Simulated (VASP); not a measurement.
BaS:

```
CELL_PARAMETERS angstrom
-3.29811 -0.02895 -3.14970
-3.34171 -3.21948 0.01465
-6.63608 3.15750 3.21851
ATOMIC_POSITIONS crystal
Ba 0.24956 0.24646 0.25750
Ba 0.76245 0.75219 0.76009
S 0.46212 0.51379 0.50142
S 0.02588 0.98757 0.98100
```

| Quantity | Value |
| --- | --- |
| Program | VASP 6.6.1 |
| Task | relaxation of cell and atoms |
| Functional | PBE |
| Potentials or basis | VASP PAW PBE potentials, release 64 (Ba_sv, S) |
| Cutoff | 600 eV |
| k mesh | 4 × 4 × 4 |
| Occupations | gaussian, width 0.1 eV |
| Spin | no spin polarisation |

At the start: pressure 0.6 GPa; volume 33.64 Å³/atom.

Where does the relaxation end?

Over 12 steps the energy falls by 38.6 meV/atom; space group P1 (No. 1, to 0.1 Å) before, Fm-3m (No. 225, to 0.1 Å).

Step by step:
| step | energy change (eV) | largest force (eV/Å) | pressure (GPa) | volume (Å³) |
| --- | --- | --- | --- | --- |
| 1 | 0.0000 | 0.7592 | 0.64 | 134.55 |
| 2 | -0.0705 | 0.5083 | -0.40 | 137.14 |
| 3 | -0.0822 | 0.3898 | -0.90 | 138.73 |
| 4 | -0.1172 | 0.2673 | -0.10 | 135.53 |
| 5 | -0.1253 | 0.2685 | 0.61 | 133.10 |
| 6 | -0.1467 | 0.1806 | 0.24 | 133.94 |
| 7 | -0.1481 | 0.1674 | 0.15 | 134.22 |
| 8 | -0.1515 | 0.1121 | -0.13 | 135.08 |
| 9 | -0.1519 | 0.0841 | -0.26 | 135.52 |
| 10 | -0.1538 | 0.0324 | 0.01 | 134.61 |
| 11 | -0.1539 | 0.0315 | 0.04 | 134.51 |
| 12 | -0.1542 | 0.0208 | 0.01 | 134.59 |

Final structure:
```
Ba S
1.0
    -3.22753   -0.00189   -3.22686
    -3.23036   -3.23088    0.00191
    -6.45539    3.22290    3.23122
Ba S
2 2
Direct
  0.24866 0.25007 0.24998
  0.75116 0.75041 0.75024
  0.49906 0.49976 0.50008
  0.00111 0.99977 0.99970
```
